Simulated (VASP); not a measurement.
Crystal: Si2S.

```xyz
6
Lattice="3.0491 0.0000 0.0000 -1.5245 2.6406 0.0000 0.0000 0.0000 11.8597" Properties=species:S:1:pos:R:3 pbc="T T T"
Si    0.0000    1.7604    7.4420
Si    1.5245    0.8802    1.5121
Si    0.0000    1.7604   10.3476
Si    1.5245    0.8802    4.4177
S     0.0000    1.7604    2.9649
S     1.5245    0.8802    8.8948
```

| Property | Result |
| --- | --- |
| Program | VASP 6.6.1 |
| Task | relaxation of cell and atoms |
| Functional | r2SCAN |
| Potentials or basis | VASP PAW PBE potentials, release 64 (Si, S) |
| Cutoff | 600 eV |
| k mesh | 6 × 6 × 2 |
| Occupations | gaussian, width 0.1 eV |
| Spin | no spin polarisation |

At the start: pressure 18.3 GPa; volume 15.91 Å³/atom.

Q: Where does the relaxation end?

A: Over 26 steps the energy falls by 574.4 meV/atom and the volume is 15.94 Å³/atom (+0.1 %); space group P6_3/mmc (No. 194, to 0.1 Å) before and after.

Step by step:
```tsv
step	energy change (eV)	largest force (eV/Å)	pressure (GPa)	volume (Å³)
1	0.0000	3.9166	18.35	95.49
2	-1.4279	0.7118	-9.12	122.77
3	-1.9629	0.4335	-3.29	112.56
4	-1.9699	0.5899	-2.50	111.53
5	-1.9699	0.6428	-2.23	111.20
6	-2.0961	0.6184	-1.63	107.91
7	-2.3818	0.5513	1.20	98.43
8	-2.2045	0.1186	13.76	81.08
9	-2.4265	0.6208	4.55	93.08
10	-2.5010	0.4802	4.12	92.83
11	-2.7214	0.3148	1.78	92.03
12	-2.8924	0.3402	1.12	90.25
13	-1.3126	4.2597	25.22	85.93
14	-2.9715	0.1725	1.85	89.88
15	-2.8402	1.8180	8.97	88.01
16	-3.0283	0.5432	3.28	89.37
17	-3.2683	0.6890	4.08	90.48
18	-3.3196	0.6232	4.39	90.93
19	-3.3112	0.8116	4.93	91.72
20	-3.3427	0.6296	4.39	91.27
21	-3.3456	0.6721	4.46	91.45
22	-3.4300	0.2747	1.19	94.40
23	-3.4412	0.0968	-0.50	96.33
24	-3.4414	0.1191	-0.30	96.08
25	-3.4443	0.0876	-0.22	95.93
26	-3.4467	0.0108	-0.06	95.63
```

Final structure:
```xyz
6
Lattice="3.3177 0.0000 0.0000 -1.6588 2.8732 0.0000 0.0000 0.0000 10.0319" Properties=species:S:1:pos:R:3 pbc="T T T"
Si    0.0000    1.9155    5.7890
Si    1.6588    0.9577    0.7731
Si    0.0000    1.9155    9.2588
Si    1.6588    0.9577    4.2428
S     0.0000    1.9155    2.5080
S     1.6588    0.9577    7.5239
```

Caveat: the k points lie up to 0.36 Å⁻¹ apart in the final cell, too coarse for converged energies and pressures of a metal; a cell axis changed by over 15 % at a fixed basis, so the end point is rough; the PAW data sets were made with another functional, which shifts forces and pressure a little.
